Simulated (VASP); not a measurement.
# CdI2 (P-3m1) in VASP: notebook

The runs below take CdI2 through single point, with PBEsol.

All numbers are computed with VASP 6.6.1; they aren't measurements. Logs are shortened: lines on timing, memory, paths and dates and some standing lists are left out, and cuts for length are marked.

## (1) The cell of the first run

The structure is trigonal, space group P-3m1 (No. 164). Conventional cell: a = 4.187 Å, b = 4.187 Å, c = 6.766 Å, α = 90.00°, β = 90.00°, γ = 120.00°. Cd (site symmetry -3m) has 6 I at 2.95 Å within 3.9 Å. Within 3.9 Å of I (site symmetry 3m) lie 3 Cd at 2.95 Å.

## (2) Single point, PBEsol (volume scaled by 0.96)

Contents of INCAR:

```
SYSTEM = CdI2
PREC     = Accurate       ! precision mode
ENCUT    = 500            ! plane-wave cutoff, eV
EDIFF    = 1E-6           ! SCF threshold, eV
ISMEAR   = -1             ! smearing method
SIGMA    = 0.03           ! smearing width, eV
LREAL    = .False.        ! projectors in reciprocal space
LASPH    = .True.         ! aspherical terms in the spheres
NELM     = 120            ! most SCF steps
ALGO     = Normal         ! electronic algorithm
ISIF     = 2              ! what is computed and relaxed
LWAVE    = .False.        ! write WAVECAR
LCHARG   = .False.        ! write CHGCAR
GGA      = PS             ! functional
NBANDS   = 20             ! bands
GGA_COMPAT= .False.
```

Contents of KPOINTS:

```
Automatic mesh
0
Gamma
  8 8 5
  0 0 0
```

Contents of POSCAR:

```
CdI2
1.0
    4.1866408427      0.0000000000      0.0000000000
   -2.0933204213      3.6257373262      0.0000000000
    0.0000000000      0.0000000000      6.7662994471
Cd I
1 2
Direct
    0.0000000000      0.0000000000      0.0000000000
    0.3333333333      0.6666666667      0.2492000000
    0.6666666667      0.3333333333      0.7508000000
```

Potentials or basis: VASP PAW PBE potentials, release 64 (Cd, I).

Run with:

```console
> cat potpaw_PBE.64/Cd/POTCAR potpaw_PBE.64/I/POTCAR > POTCAR
> mpirun -np 1 vasp_std > vasp.out
```

OUTCAR:

```text
SYSTEM = CdI2
   PREC = Accurate
   ENCUT = 500
   EDIFF = 1E-6
   ISMEAR = -1
   LREAL = .False.
   LASPH = .True.
   NELM = 120
   ISIF = 2
   GGA = PS

 ion  position               nearest neighbor table
   1  0.000  0.000  0.000-   2 2.95   3 2.95   2 2.95   3 2.95   3 2.95   2 2.95
   2  0.333  0.667  0.249-   1 2.95   1 2.95   1 2.95
   3  0.667  0.333  0.751-   1 2.95   1 2.95   1 2.95

  LATTYP: Found a hexagonal cell.
 ALAT       =     4.1866408427
 C/A-ratio  =     1.6161642953

  Lattice vectors:

 A1 = (   4.1866408427,   0.0000000000,   0.0000000000)
 A2 = (  -2.0933204213,   3.6257373262,   0.0000000000)
 A3 = (   0.0000000000,   0.0000000000,   6.7662994471)

Analysis of symmetry for initial positions (statically):
=====================================================================
 Subroutine PRICEL returns:
 Original cell was already a primitive cell.

 Routine SETGRP: Setting up the symmetry group for a
 hexagonal supercell.

 Subroutine GETGRP returns: Found 12 space group operations
 (whereof 12 operations were pure point group operations)
 out of a pool of 24 trial point group operations.

The static configuration has the point symmetry D_3d.

Analysis of symmetry for dynamics (positions and initial velocities):
=====================================================================
 Subroutine PRICEL returns:
 Original cell was already a primitive cell.

 Routine SETGRP: Setting up the symmetry group for a
 hexagonal supercell.

 Subroutine GETGRP returns: Found 12 space group operations
 (whereof 12 operations were pure point group operations)
 out of a pool of 24 trial point group operations.

The dynamic configuration has the point symmetry D_3d.

 Subroutine INISYM returns: Found 12 space group operations
 (whereof 12 operations are pure point group operations),
 and found     1 'primitive' translations

----------------------------------------------------------------------------------------

                                     Primitive cell

  volume of cell :     102.7101

  direct lattice vectors                    reciprocal lattice vectors
     4.186640843  0.000000000  0.000000000     0.238854976  0.137902985  0.000000000
    -2.093320421  3.625737326  0.000000000     0.000000000  0.275805970  0.000000000
     0.000000000  0.000000000  6.766299447     0.000000000  0.000000000  0.147791272

  length of vectors
     4.186640843  4.186640843  6.766299447     0.275805970  0.275805970  0.147791272

  position of ions in fractional coordinates (direct lattice)
     0.000000000  0.000000000  0.000000000
     0.333333333  0.666666667  0.249200000
     0.666666667  0.333333333  0.750800000

  ion indices of the primitive-cell ions
   primitive index   ion index
                 1           1
                 2           2
                 3           3

----------------------------------------------------------------------------------------

 KPOINTS: Automatic mesh

Automatic generation of k-mesh.
 Grid dimensions read from file:
 generate k-points for:    8    8    5

 Generating k-lattice:

  Cartesian coordinates                     Fractional coordinates (reciprocal lattice)
     0.029856872  0.017237873  0.000000000     0.125000000  0.000000000  0.000000000
     0.000000000  0.034475746  0.000000000     0.000000000  0.125000000  0.000000000
     0.000000000  0.000000000  0.029558254     0.000000000  0.000000000  0.200000000

  Length of vectors
     0.034475746  0.034475746  0.029558254

  Shift w.r.t. Gamma in fractional coordinates (k-lattice)
     0.000000000  0.000000000  0.000000000

 Subroutine IBZKPT returns following result:
 ===========================================

 Found     40 irreducible k-points:

 Following reciprocal coordinates:
            Coordinates               Weight
  0.000000  0.000000  0.000000      1.000000
  0.125000 -0.000000  0.000000      6.000000
  0.250000 -0.000000  0.000000      6.000000
  0.375000  0.000000  0.000000      6.000000
  0.500000 -0.000000  0.000000      3.000000
[... 51 lines left out ...]
      6      -5.0367      2.00000
[... 12 lines left out ...]
     19      11.4852      0.00000
     20      11.9707      0.00000

 k-point     6 :       0.1250    0.1250    0.0000
  band No.  band energies     occupation
      1      -9.8251      2.00000
      2      -9.2316      2.00000
      3      -5.3122      2.00000
      4      -5.2324      2.00000
      5      -5.1651      2.00000
      6      -5.1131      2.00000
[... 12 lines left out ...]
     19       9.8110      0.00000
     20      11.4794      0.00000

 k-point     7 :       0.2500    0.1250    0.0000
  band No.  band energies     occupation
      1      -9.5752      2.00000
      2      -9.2142      2.00000
      3      -5.2910      2.00000
      4      -5.1929      2.00000
      5      -5.1238      2.00000
      6      -5.0754      2.00000
[... 12 lines left out ...]
     19       9.9567      0.00000
     20      11.6523      0.00000
[... 277 lines left out ...]
 k-point    20 :       0.2500    0.1250    0.2000
  band No.  band energies     occupation
      1      -9.5353      2.00000
      2      -9.2590      2.00000
      3      -5.2897      2.00000
      4      -5.1930      2.00000
      5      -5.1226      2.00000
      6      -5.0745      2.00000
[... 12 lines left out ...]
     19      10.2919      0.00000
     20      11.6402      0.00000

 k-point    21 :      -0.1250    0.3750    0.2000
  band No.  band energies     occupation
      1      -9.5541      2.00000
      2      -9.2354      2.00000
      3      -5.2894      2.00000
      4      -5.1991      2.00000
      5      -5.1229      2.00000
      6      -5.0804      2.00000
[... 12 lines left out ...]
     19       9.9405      0.00000
     20      11.2717      0.00000

 k-point    22 :       0.3750    0.1250    0.2000
  band No.  band energies     occupation
      1      -9.3105      2.00000
      2      -9.2707      2.00000
      3      -5.2735      2.00000
      4      -5.2044      2.00000
      5      -5.1011      2.00000
      6      -5.0523      2.00000
[... 12 lines left out ...]
     19      11.3477      0.00000
     20      12.1706      0.00000

 k-point    23 :      -0.1250    0.5000    0.2000
  band No.  band energies     occupation
      1      -9.3621      2.00000
      2      -9.2152      2.00000
      3      -5.2722      2.00000
      4      -5.2061      2.00000
      5      -5.1039      2.00000
      6      -5.0529      2.00000
[... 12 lines left out ...]
     19      11.2068      0.00000
     20      11.7731      0.00000

 k-point    24 :       0.2500    0.2500    0.2000
  band No.  band energies     occupation
      1      -9.3564      2.00000
      2      -9.2250      2.00000
      3      -5.2422      2.00000
      4      -5.1697      2.00000
      5      -5.1111      2.00000
      6      -5.0534      2.00000
[... 12 lines left out ...]
     19       9.9705      0.00000
     20      11.3667      0.00000

 [... further k-points ...]

------------------------ aborting loop because EDIFF is reached ----------------------------------------

  FORCE on cell =-STRESS in cart. coord.  units (eV):
  Direction    XX          YY          ZZ          XY          YZ          ZX
  --------------------------------------------------------------------------------------
  -------------------------------------------------------------------------------------
  Total        0.7705609      0.7705609      0.8452106      0.0000000      0.0000000     -0.0000000
  in kB       12.0199946     12.0199946     13.1844567      0.0000000      0.0000000     -0.0000000
  external PRESSURE =      12.4081487 kB  Pullay stress =       0.0000000 kB

 VOLUME and BASIS-vectors are now :
 -----------------------------------------------------------------------------
  energy-cutoff  :      500.00
  volume of cell :      102.71
      direct lattice vectors                 reciprocal lattice vectors
     4.186640843  0.000000000  0.000000000     0.238854976  0.137902985  0.000000000
    -2.093320421  3.625737326  0.000000000     0.000000000  0.275805970  0.000000000
     0.000000000  0.000000000  6.766299447     0.000000000  0.000000000  0.147791272

 POSITION                                       TOTAL-FORCE (eV/Angst)
 -----------------------------------------------------------------------------------
      0.00000      0.00000      0.00000        -0.000000      0.000000      0.000000
     -0.00000      2.41716      1.68616        -0.000000     -0.000000      0.170659
      2.09332      1.20858      5.08014         0.000000      0.000000     -0.170659
 -----------------------------------------------------------------------------------
    total drift:                                0.000000     -0.000000      0.000000

  FREE ENERGIE OF THE ION-ELECTRON SYSTEM (eV)
  ---------------------------------------------------
  free  energy   TOTEN  =        -6.3622505011 eV

  energy  without entropy=       -6.3622505011  energy(sigma->0) =       -6.36225050
```

Wall time 35 s (1 thread of AMD EPYC 9R45 (Zen 5), shared host); peak memory 0.22 GiB.

Results:

| Property | Result |
| --- | --- |
| Free energy | -6.3623 eV |
| Pressure | 1.2 GPa |
| Largest force | 0.171 eV/Å |
| Band gap on the k mesh | 2.32 eV, indirect (least direct gap 2.65 eV) |

Forces on the atoms (eV/Å):
```
Cd   0.000  0.000  0.000
I    0.000  0.000  0.171
I    0.000  0.000 -0.171
```

Levels at points of the mesh, in eV from the valence-band top:
```tsv
k point	band 10	band 11	band 12	band 13	band 14	band 15	band 16	band 17
(0.00, 0.00, 0.00)	-0.36	-0.18	-0.18	-0.17	2.48	4.27	6.24	6.24
(0.50, 0.00, 0.00)	-2.20	-1.69	-0.81	-0.15	2.63	4.84	5.72	6.43
```

Caveat: the PAW data sets were made with another functional, which shifts forces and pressure a little; spin-orbit coupling is left out, which moves the levels of the heavy elements; this functional lacks dispersion, which binds the layers, so the pressure and a relaxed spacing across them are unreliable. A k mesh can miss the band edges.

## (3) Single point, PBEsol (zz strain of -2 %)

Contents of INCAR:

```
ALGO = Normal ; EDIFF = 1E-6
ENCUT = 500 ; GGA = PS
GGA_COMPAT = F ; ISIF = 2
ISMEAR = -1 ; LASPH = T
LCHARG = F ; LREAL = F
LWAVE = F ; NBANDS = 20
NELM = 120 ; PREC = Accurate
SIGMA = 0.03
```

Contents of KPOINTS:

```
k-points
0
Gamma
  8 8 5
```

Contents of POSCAR:

```
CdI2
1.0
    4.2439992147      0.0000000000      0.0000000000
   -2.1219996073      3.6754111335      0.0000000000
    0.0000000000      0.0000000000      6.7218200000
Cd I
1 2
Direct
    0.0000000000      0.0000000000      0.0000000000
    0.3333333333      0.6666666667      0.2492000000
    0.6666666667      0.3333333333      0.7508000000
```

Potentials or basis: VASP PAW PBE potentials, release 64 (Cd, I).

Run with:

```console
> cat potpaw_PBE.64/Cd/POTCAR potpaw_PBE.64/I/POTCAR > POTCAR
> mpirun -np 1 vasp_std > vasp.out
```

Run time: 36 s. Hardware: 1 thread of AMD EPYC 9R45 (Zen 5), shared host; peak memory 0.22 GiB.

The run converged. Its results:

- Free energy: -6.3702 eV
- Pressure: 0.4 GPa
- Largest force: 0.087 eV/Å
- Band gap on the k mesh: 2.36 eV, indirect (least direct gap 2.44 eV)

Forces in eV/Å, atoms in the order of the input:
```
Cd   0.000  0.000  0.000
I    0.000  0.000  0.087
I    0.000  0.000 -0.087
```

Stress tensor (GPa, compression positive):
```
0.21 0.00 0.00
0.00 0.21 0.00
0.00 0.00 0.83
```

Levels at points of the mesh, in eV from the valence-band top:
```
           k point  band 11  band 12  band 13  band 14  band 15  band 16
(0.00, 0.00, 0.00)    -0.20    -0.20    -0.04     2.41     4.25     6.20
(0.50, 0.00, 0.00)    -1.65    -0.73    -0.11     2.65     4.90     5.80
```

Caveat: the cell differs from its parent crystal (zz strain of -2 %); the PAW data sets were made with another functional, which shifts forces and pressure a little; spin-orbit coupling is left out, which moves the levels of the heavy elements; this functional lacks dispersion, which binds the layers, so the pressure and a relaxed spacing across them are unreliable.

## (4) Single point, PBEsol (volume scaled by 0.99)

Contents of INCAR:

```
PREC     = Accurate       # precision mode
ENCUT    = 500            # plane-wave cutoff, eV
EDIFF    = 1E-6           # SCF threshold, eV
ISMEAR   = -1             # smearing method
SIGMA    = 0.03           # smearing width, eV
LREAL    = F              # projectors in reciprocal space
LASPH    = T              # aspherical terms in the spheres
NELM     = 120            # most SCF steps
ALGO     = Normal         # electronic algorithm
ISIF     = 2              # what is computed and relaxed
LWAVE    = F              # write WAVECAR
LCHARG   = T              # write CHGCAR
GGA      = PS             # functional
LELF     = T              # ELF
LVHAR    = T            
NBANDS   = 20             # bands
GGA_COMPAT= F
```

Contents of KPOINTS:

```
regular mesh
0
Gamma
  8 8 5
```

Contents of POSCAR:

```
CdI2
1.0
    4.2298051314      0.0000000000      0.0000000000
   -2.1149025656      3.6631186968      0.0000000000
    0.0000000000      0.0000000000      6.8360600293
Cd I
1 2
Direct
    0.0000000000      0.0000000000      0.0000000000
    0.3333333333      0.6666666667      0.2492000000
    0.6666666667      0.3333333333      0.7508000000
```

Run with:

```console
> cat potpaw_PBE.64/Cd/POTCAR potpaw_PBE.64/I/POTCAR > POTCAR
> mpirun -np 1 vasp_std > vasp.out
```

Run time: 37 s. Hardware: 1 thread of AMD EPYC 9R45 (Zen 5), shared host; peak memory 0.22 GiB.

Results (log left out):

```
Free energy            : -6.3755 eV
Pressure               : 0.1 GPa
Largest force          : 0.013 eV/Å
Band gap on the k mesh : 2.30 eV, indirect (least direct gap 2.53 eV)
```

Forces in eV/Å, atoms in the order of the input:
```
Cd   0.000  0.000  0.000
I    0.000  0.000 -0.013
I    0.000  0.000  0.013
```

Stress tensor (GPa, compression positive):
```
0.01 0.00 0.00
0.00 0.01 0.00
0.00 0.00 0.17
```

Levels at points of the mesh, in eV from the valence-band top:
```tsv
k point	band 9	band 10	band 11	band 12	band 13	band 14	band 15	band 16	band 17	band 18
(0.00, 0.00, 0.00)	-0.33	-0.33	-0.17	-0.17	-0.15	2.38	4.30	6.24	6.24	8.27
(0.50, 0.00, 0.00)	-2.87	-2.07	-1.59	-0.75	-0.14	2.60	4.86	5.78	6.42	7.55
```

Caveat: the PAW data sets were made with another functional, which shifts forces and pressure a little; spin-orbit coupling is left out, which moves the levels of the heavy elements; this functional lacks dispersion, which binds the layers, so the pressure and a relaxed spacing across them are unreliable. A k mesh can miss the band edges.

## (5) Single point, PBEsol (zz strain of -1 %)

Contents of INCAR:

```
  ALGO = Normal
  EDIFF = 1E-6
  ENCUT = 500
  GGA = PS
  GGA_COMPAT = False
  ISIF = 2
  ISMEAR = -1
  LASPH = True
  LCHARG = False
  LREAL = False
  LWAVE = False
  NBANDS = 20
  NELM = 120
  PREC = Accurate
  SIGMA = 0.03
```

Contents of KPOINTS:

```
k-points
0
Gamma
  8 8 5
```

Contents of POSCAR:

```
CdI2
1.0
    4.2439992147      0.0000000000      0.0000000000
   -2.1219996073      3.6754111335      0.0000000000
    0.0000000000      0.0000000000      6.7904100000
Cd I
1 2
Direct
    0.0000000000      0.0000000000      0.0000000000
    0.3333333333      0.6666666667      0.2492000000
    0.6666666667      0.3333333333      0.7508000000
```

Run with:

```console
> cat potpaw_PBE.64/Cd/POTCAR potpaw_PBE.64/I/POTCAR > POTCAR
> mpirun -np 1 vasp_std > vasp.out
```

It took 35 s on 1 thread of AMD EPYC 9R45 (Zen 5), shared host; peak memory 0.23 GiB.

Results (log left out):

```yaml
Free_energy: -6.3742 eV
Pressure: 0.1 GPa
Largest_force: 0.008 eV/Å
Band_gap_on_the_k_mesh: 2.33 eV, indirect (least direct gap 2.47 eV)
```

Forces in eV/Å, atoms in the order of the input:
```
Cd   0.000  0.000  0.000
I    0.000  0.000  0.008
I    0.000  0.000 -0.008
```

Stress tensor (GPa, compression positive):
```
-0.08  0.00  0.00
 0.00 -0.08  0.00
 0.00  0.00  0.32
```

Levels at points of the mesh, in eV from the valence-band top:
```csv
k point,band 10,band 11,band 12,band 13,band 14,band 15,band 16,band 17
"(0.00, 0.00, 0.00)",-0.34,-0.19,-0.19,-0.09,2.38,4.28,6.22,6.22
"(0.50, 0.00, 0.00)",-2.05,-1.61,-0.73,-0.13,2.62,4.88,5.80,6.43
```

Caveat: the cell differs from its parent crystal (zz strain of -1 %); the PAW data sets were made with another functional, which shifts forces and pressure a little; spin-orbit coupling is left out, which moves the levels of the heavy elements; this functional lacks dispersion, which binds the layers, so the pressure and a relaxed spacing across them are unreliable. A k mesh can miss the band edges.

## (6) Single point, PBEsol (zz strain of +1 %)

Contents of INCAR:

```
PREC = Accurate ; ENCUT = 500
EDIFF = 1E-6 ; ISMEAR = -1
SIGMA = 0.03 ; LREAL = F
LASPH = T ; NELM = 120
ALGO = Normal ; ISIF = 2
LWAVE = F ; LCHARG = F
GGA = PS ; NBANDS = 20
GGA_COMPAT = F
```

Contents of KPOINTS:

```
regular mesh
0
Gamma
  8 8 5
```

Changes to POSCAR since step 5:

```diff
@@ -4,3 +4,3 @@
    -2.1219996073      3.6754111335      0.0000000000
-    0.0000000000      0.0000000000      6.7904100000
+    0.0000000000      0.0000000000      6.9275900000
 Cd I
```

Potentials or basis: VASP PAW PBE potentials, release 64 (Cd, I).

Run with:

```console
> cat potpaw_PBE.64/Cd/POTCAR potpaw_PBE.64/I/POTCAR > POTCAR
> mpirun -np 1 vasp_std > vasp.out
```

It took 37 s on 1 thread of AMD EPYC 9R45 (Zen 5), shared host; peak memory 0.24 GiB.

The run converged. Its results:

* Free energy: -6.3724 eV
* Pressure: -0.6 GPa
* Largest force: 0.145 eV/Å
* Band gap on the k mesh: 2.25 eV, indirect (least direct gap 2.48 eV)

Forces in eV/Å, atoms in the order of the input:
```
Cd   0.000  0.000  0.000
I    0.000  0.000 -0.145
I    0.000  0.000  0.145
```

Levels at points of the mesh, in eV from the valence-band top:
```
           k point  band 10  band 11  band 12  band 13  band 14  band 15  band 16  band 17
(0.00, 0.00, 0.00)    -0.31    -0.20    -0.16    -0.16     2.32     4.33     6.26     6.26
(0.50, 0.00, 0.00)    -2.02    -1.52    -0.74    -0.16     2.55     4.85     5.80     6.42
```

Caveat: the cell differs from its parent crystal (zz strain of +1 %); the PAW data sets were made with another functional, which shifts forces and pressure a little; spin-orbit coupling is left out, which moves the levels of the heavy elements; this functional lacks dispersion, which binds the layers, so the pressure and a relaxed spacing across them are unreliable.

## (7) Summary

| cell | gap on the mesh (eV) | pressure (GPa) | largest force (eV/Å) |
| --- | --- | --- | --- |
| a = 4.187, b = 4.187, c = 6.766 Å, angles 90.0, 90.0, 120.0°, 3 atoms | 2.32 | 1.2 | 0.17 |
| a = 4.244, b = 4.244, c = 6.722 Å, angles 90.0, 90.0, 120.0°, 3 atoms | 2.36 | 0.4 | 0.09 |
| a = 4.230, b = 4.230, c = 6.836 Å, angles 90.0, 90.0, 120.0°, 3 atoms | 2.30 | 0.1 | 0.01 |
| a = 4.244, b = 4.244, c = 6.790 Å, angles 90.0, 90.0, 120.0°, 3 atoms | 2.33 | 0.1 | 0.01 |
| a = 4.244, b = 4.244, c = 6.928 Å, angles 90.0, 90.0, 120.0°, 3 atoms | 2.25 | -0.6 | 0.15 |

Alike in all rows: task single point; level PBEsol; potentials or basis VASP PAW PBE potentials, release 64 (Cd, I); no spin polarisation; k mesh 8 × 8 × 5; cutoff (eV) 500; smearing fermi-dirac 0.03 eV.

Caveats: the PAW data sets were made with another functional, which shifts forces and pressure a little; spin-orbit coupling is left out, which moves the levels of the heavy elements; this functional lacks dispersion, which binds the layers, so the pressure and a relaxed spacing across them are unreliable.

Absolute energies hang on the potentials; compare differences alone.
